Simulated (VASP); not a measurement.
Here is a VASP 6.6.1 calculation.

Contents of INCAR:

```
SYSTEM = WC
ALGO = Normal
EDIFF = 1E-7
ENCUT = 520
GGA = PE
ISIF = 2
ISMEAR = 0
LASPH = .TRUE.
LCHARG = .FALSE.
LREAL = .FALSE.
LWAVE = .FALSE.
NBANDS = 16
NELM = 100
PREC = Accurate
SIGMA = 0.15
```

Contents of KPOINTS:

```
k-points
0
G
  24 24 22
  0 0 0
```

POSCAR

```
WC
1.0
    2.9217716515      0.0000000000      0.0000000000
   -1.4608858258      2.5303284743      0.0000000000
    0.0000000000      0.0000000000      2.8470758817
W C
1 1
Direct
    0.0000000000      0.0000000000     -0.0008605406
    0.6666666667      0.3333333333      0.5131714087
```

Potentials or basis: VASP PAW PBE potentials, release 64 (W_sv, C).

Command:

```console
$ cat potpaw_PBE.64/W_sv/POTCAR potpaw_PBE.64/C/POTCAR > POTCAR
$ mpirun -np 1 vasp_std > vasp.out
```

**Question.** Estimate the largest force.

**Answer.** 0.536 eV/Å.

**Question.** Estimate the pressure.

**Answer.** 1.4 GPa.

**Question.** Estimate the band gap on the k mesh.

**Answer.** Zero (bands 9 and 10 overlap by 1.28 eV).

Forces in eV/Å, atoms in the order of the input:
```
W    0.000  0.000  0.536
C    0.000  0.000 -0.536
```

Caveat: the cell differs from its parent crystal (atoms displaced along a vibrational mode); spin-orbit coupling is left out, which moves the levels of the heavy elements.
